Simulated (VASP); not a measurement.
Wanted: the native input for a VASP 6.6.1 run.

```
Task                   : electric field gradients
Functional             : PBE
Potentials or basis    : VASP PAW PBE potentials, release 64 (Li_sv, Br)
Cutoff                 : 650 eV
k mesh                 : 9 × 9 × 9
Occupations            : fermi-dirac, width 0.02 eV
Spin                   : no spin polarisation
Dipole correction      : no
Further INCAR settings : ALGO = Normal; EDIFF = 1e-08; NBANDS = 12
```

The structure of LiBr lies in POSCAR:

```
LiBr
1.0
    0.0000000000      2.7506500000      2.7506500000
    2.7506500000      0.0000000000      2.7506500000
    2.7506500000      2.7506500000      0.0000000000
Li Br
1 1
Direct
    0.0000000000      0.0000000000      0.0000000000
    0.5000000000      0.5000000000      0.5000000000
```

These files were run (other wordings do the same):

INCAR

```
PREC = Accurate
ENCUT = 650
EDIFF = 1E-8
ISMEAR = -1
SIGMA = 0.02
LREAL = F
LASPH = T
NELM = 120
ALGO = Normal
ISIF = 2
LWAVE = F
LCHARG = F
GGA = PE
LEFG = T
NBANDS = 12
GGA_COMPAT = F
```

KPOINTS

```
Automatic mesh
0
Gamma
  9 9 9
```

Potentials or basis: VASP PAW PBE potentials, release 64 (Li_sv, Br).

Launch:

```bash
$ cat potpaw_PBE.64/Li_sv/POTCAR potpaw_PBE.64/Br/POTCAR > POTCAR
$ mpirun -np 1 vasp_std > vasp.out
```

It gave:

| Property | Result |
| --- | --- |
| Pressure | 0.1 GPa |
| Band gap on the k mesh | 4.95 eV |
| Largest electric field gradient by atom | zero within the noise of the run |

Caveat: an odd mesh through Γ misses points on the zone boundary, where band edges can lie.

Run time: 19 s on 1 thread of Intel(R) Xeon(R) Platinum 8259CL CPU @ 2.50GHz (Skylake/Cascade Lake) (shared host), peak memory 0.18 GiB.
